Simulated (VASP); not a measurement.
Input of a VASP 6.6.1 run:

The input INCAR:

```
PREC     = Accurate       # precision mode
ENCUT    = 600            # plane-wave cutoff, eV
EDIFF    = 1E-7           # SCF threshold, eV
ISMEAR   = -1             # smearing method
SIGMA    = 0.1            # smearing width, eV
LREAL    = False          # projectors in reciprocal space
LASPH    = True           # aspherical terms in the spheres
NELM     = 100            # most SCF steps
ALGO     = Normal         # electronic algorithm
ISIF     = 3              # what is computed and relaxed
LWAVE    = False          # write WAVECAR
LCHARG   = False          # write CHGCAR
GGA      = RE             # functional
IBRION   = 2              # ionic algorithm
NSW      = 80             # ionic steps
EDIFFG   = -0.01          # ionic threshold
```

Contents of KPOINTS:

```
regular mesh
0
Gamma
  13 13 13
```

File POSCAR:

```
Ga
1.0
   -1.6983540166      1.6983540166      1.6983540166
    1.6983540166     -1.6983540166      1.6983540166
    1.6983540166      1.6983540166     -1.6983540166
Ga
1
Direct
    0.0000000000      0.0000000000      0.0000000000
```

Potentials or basis: VASP PAW PBE potentials, release 64 (Ga_d).

The run is started by

```sh
$ cat potpaw_PBE.64/Ga_d/POTCAR > POTCAR
$ mpirun -np 1 vasp_std > vasp.out
```

Problem. What does it give for the relaxed cell?

Solution. a = 2.949 Å, b = 2.949 Å, c = 2.949 Å, α = 109.47°, β = 109.47°, γ = 109.47°.

Problem. Predict the relaxed volume.

Solution. 19.73 Å³/atom.

Final structure:
```xyz
1
Lattice="-1.7023 1.7023 1.7023 1.7023 -1.7023 1.7023 1.7023 1.7023 -1.7023" Properties=species:S:1:pos:R:3 pbc="T T T"
Ga    0.0000    0.0000    0.0000
```

Caveat: the PAW data sets were made with another functional, which shifts forces and pressure a little.
